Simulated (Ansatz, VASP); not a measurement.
# One calculation of HfB4, two programs

INCAR

```
PREC = Accurate
ENCUT = 600
EDIFF = 1E-6
ISMEAR = 0
SIGMA = 0.1
LREAL = F
LASPH = T
NELM = 100
ALGO = Normal
ISIF = 3
LWAVE = F
LCHARG = F
GGA = PE
IVDW = 12
IBRION = 2
NSW = 90
EDIFFG = -0.04
```

The input KPOINTS:

```
Automatic mesh
0
Gamma
  6 6 2
```

Contents of POSCAR:

```
HfB4
1.0
    3.1381147500      0.0000000000      0.0000000000
   -1.5690573800      2.7176871000      0.0000000000
    0.0000000000      0.0000000000     12.5986885200
Hf B
2 8
Direct
    0.3333333300      0.6666666700      0.7500000000
    0.6666666700      0.3333333300      0.2500000000
    0.6666666700      0.3333333300      0.6214412100
    0.0000000000      0.0000000000      0.6214412100
    0.6666666700      0.3333333300      0.8785587900
    0.0000000000      0.0000000000      0.8785587900
    0.3333333300      0.6666666700      0.1214412100
    0.0000000000      0.0000000000      0.1214412100
    0.3333333300      0.6666666700      0.3785587900
    0.0000000000      0.0000000000      0.3785587900
```

Input for Ansatz:

```yaml
crystal:
  lattice:
    - [3.13811475, 0.0, 0.0]
    - [-1.56905738, 2.7176871, 0.0]
    - [0.0, 0.0, 12.59868852]
  atoms:
    - { symbol: Hf, position: [0.33333333, 0.66666667, 0.75] }
    - { symbol: Hf, position: [0.66666667, 0.33333333, 0.25] }
    - { symbol: B, position: [0.66666667, 0.33333333, 0.62144121] }
    - { symbol: B, position: [0.0, 0.0, 0.62144121] }
    - { symbol: B, position: [0.66666667, 0.33333333, 0.87855879] }
    - { symbol: B, position: [0.0, 0.0, 0.87855879] }
    - { symbol: B, position: [0.33333333, 0.66666667, 0.12144121] }
    - { symbol: B, position: [0.0, 0.0, 0.12144121] }
    - { symbol: B, position: [0.33333333, 0.66666667, 0.37855879] }
    - { symbol: B, position: [0.0, 0.0, 0.37855879] }
basis:
  ecutwfc: 420
kpoints:
  mp_grid: { grid: [6, 6, 2] }
hamiltonian:
  xc: pbe
  dispersion: d3bj
scf:
  occupations: { method: gaussian, width: 0.1 }
  lower_state_search: "off"
output:
  forces: true
  stress: true
  eigenvalues: true
relax:
  adjacent_minimum: "off"
  f_tol: 0.04
  max_steps: 70
  cell: { stress_tol: 0.4 }
```

Alike in both runs: task relaxation of cell and atoms; functional PBE; dispersion D3(BJ); k mesh 6 × 6 × 2; occupations gaussian, width 0.1 eV; no spin polarisation.

|  | VASP | Ansatz |
| --- | --- | --- |
| version | VASP 6.6.1 | Ansatz 0.2.0 |
| potentials or method | VASP PAW PBE potentials, release 64 (Hf_pv, B), cutoff 600 eV | scalar-relativistic, plane waves, PAW |
| valence electrons in the cell | 44 | 76 |

Ansatz gave:

```
gap on the k mesh at the Fermi level, each at its own relaxed structure (eV) : none
relaxed volume (Å³/atom)                                                     : 9.04
relaxed cell length with the largest relative difference (Å)                 : 10.738
```

Question: Estimate VASP's values.

Answer: gap on the k mesh at the Fermi level, each at its own relaxed structure (eV): none; relaxed volume (Å³/atom): 9.03; relaxed cell length with the largest relative difference (Å): 10.726.

A gap of «none» marks a metal or a gap that the smearing closes. VASP's potentials hold 44 valence electrons a cell and Ansatz's 76, so a difference there can come from the potentials and not from the codes.

The k mesh is coarse, so the values compare programs but aren't converged. Neither program's run includes spin-orbit coupling. Noted on VASP's run: the volume moved by over 15 % at a fixed basis, so the end points are rough.
